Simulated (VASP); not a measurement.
## Ti: single point with PBEsol

Ti:

```
CELL_PARAMETERS angstrom
0.03806 2.03000 2.03000
2.03000 0.03806 2.03000
2.06806 2.06806 0.00000
ATOMIC_POSITIONS crystal
Ti 0.00000 0.00000 0.00000
```

This cell differs from its parent crystal: strain +0.0375 x Voigt [0, 0, 0, 0, 0, 1].

- Program: VASP 6.6.1
- Task: single point
- Functional: PBEsol
- Potentials or basis: VASP PAW PBE potentials, release 64 (Ti_sv)
- Cutoff: 520 eV
- k mesh: 20 × 20 × 20
- Occupations: gaussian, width 0.15 eV
- Spin: no spin polarisation

The pressure is -0.5 GPa and the band gap on the k mesh is zero (band 6 reaches 9.29 eV, above the bottom of band 7 at 8.09 eV).

Stress tensor (GPa, compression positive):
```
-0.48 -2.23  0.00
-2.23 -0.48  0.00
 0.00  0.00 -0.57
```

Levels at points of the mesh, in eV from the Fermi level:
```csv
k point,band 3,band 4,band 5,band 6,band 7,band 8,band 9,band 10
"(0.00, 0.00, 0.00)",-32.32,-32.30,-6.19,0.70,0.87,1.10,2.62,2.62
"(0.50, 0.00, 0.00)",-32.44,-32.43,-2.66,0.56,0.89,0.92,3.70,3.86
"(0.50, 0.50, 0.00)",-32.63,-32.55,-2.72,-1.82,3.01,3.74,4.06,4.06
"(0.00, 0.00, 0.50)",-32.41,-32.39,-2.70,0.57,0.64,0.97,3.63,3.81
"(0.50, 0.00, 0.50)",-32.59,-32.59,-2.72,-1.82,3.02,3.70,4.05,4.09
```

Wall time 4.7 min on 1 thread of Intel(R) Xeon(R) Platinum 8488C (Sapphire Rapids), with other jobs on the host, peak memory 0.34 GiB.

Caveat: the cell differs from its parent crystal (strain +0.0375 x Voigt [0, 0, 0, 0, 0, 1]); the PAW data sets were made with another functional, which shifts forces and pressure a little.
